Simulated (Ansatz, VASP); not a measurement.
## Two plane-wave programs on P

```xyz
12
Lattice="-4.1789 4.1789 4.1789 4.1789 -4.1789 4.1789 4.1789 4.1789 -4.1789" Properties=species:S:1:pos:R:3 pbc="T T T"
P     2.5292    3.1896   -1.5662
P     1.5662    6.7081    0.9893
P     5.1682    2.6127    1.6497
P     3.1896    1.5662    1.6497
P     6.7081    0.9893    1.5662
P     0.9893    1.5662    6.7081
P     1.5662    1.6497    3.1896
P    -1.5662    2.5292    3.1896
P     1.6497    3.1896    1.5662
P     2.6127    1.6497    5.1682
P     3.1896   -1.5662    2.5292
P     1.6497    5.1682    2.6127
```

Alike in both runs: functional PBE; k mesh 6 × 6 × 6; occupations gaussian, width 0.02 eV; no spin polarisation.

Ansatz relaxed the structure, and its values are those at the end. VASP's run is a single point on that final structure, the one shown.

|  | VASP | Ansatz |
| --- | --- | --- |
| version | VASP 6.6.1 | Ansatz 0.2.0 |
| potentials or method | VASP PAW PBE potentials, release 64 (P), cutoff 520 eV | scalar-relativistic, plane waves, PAW |
| valence electrons in the cell | 60 | 60 |

|  | VASP | Ansatz | Ansatz less VASP |
| --- | --- | --- | --- |
| gap on the k mesh at the Fermi level (eV) | 0.69 | 0.68 | -0.008 |
| least direct gap on the mesh (eV) | 0.89 | 0.87 | -0.017 |
| pressure (GPa) | -0.3 | 0.0 | +0.28 |
| rms of the force components (eV/Å) | 0.033 | 0.001 | -0.0313 |
